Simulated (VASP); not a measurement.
Here is a VASP 6.6.1 calculation.

INCAR

```
ALGO     = Normal         # electronic algorithm
DIPOL    = 0.5 0.5 0.500
EDIFF    = 1E-6           # SCF threshold, eV
ENCUT    = 400            # plane-wave cutoff, eV
GGA      = PE             # functional
GGA_COMPAT= F            
IDIPOL   = 3            
ISIF     = 2              # what is computed and relaxed
ISMEAR   = 0              # smearing method
IVDW     = 12             # dispersion correction
LASPH    = T              # aspherical terms in the spheres
LCHARG   = T              # write CHGCAR
LDIPOL   = T            
LELF     = T              # ELF
LREAL    = F              # projectors in reciprocal space
LVACPOTAV= T            
LVHAR    = T            
LWAVE    = F              # write WAVECAR
NBANDS   = 18             # bands
NELM     = 120            # most SCF steps
NELMDL   = -8           
PREC     = Accurate       # precision mode
SIGMA    = 0.02           # smearing width, eV
```

Contents of KPOINTS:

```
k-points
0
Gamma
  9 9 1
```

The input POSCAR:

```
PtSe2
1.0
    3.7560000000      0.0000000000      0.0000000000
   -1.8780000000      3.2527914166      0.0000000000
    0.0000000000      0.0000000000     31.1212903780
Se Pt
2 1
Direct
    0.6666666667      0.3333333333      0.4589187985
    0.3333333333      0.6666666667      0.5410812015
    0.0000000000      0.0000000000      0.5000000000
```

Potentials or basis: VASP PAW PBE potentials, release 64 (Se, Pt).

The run is started by

```console
$ cat potpaw_PBE.64/Se/POTCAR potpaw_PBE.64/Pt/POTCAR > POTCAR
$ mpirun -np 1 vasp_std > vasp.out
```

Estimate the largest force.

0.218 eV/Å.

What does it give for the band gap on the k mesh?

1.42 eV (least direct gap 1.44 eV).

Predict the ionisation potential of the upper face.

5.77 eV.

What does it give for the dispersion energy per atom?

-0.293 eV.

Forces in eV/Å, atoms in the order of the input:
```
Se   0.000  0.000 -0.218
Se   0.000  0.000  0.218
Pt   0.000  0.000  0.000
```

Caveat: spin-orbit coupling is left out, which moves the levels of the heavy elements.
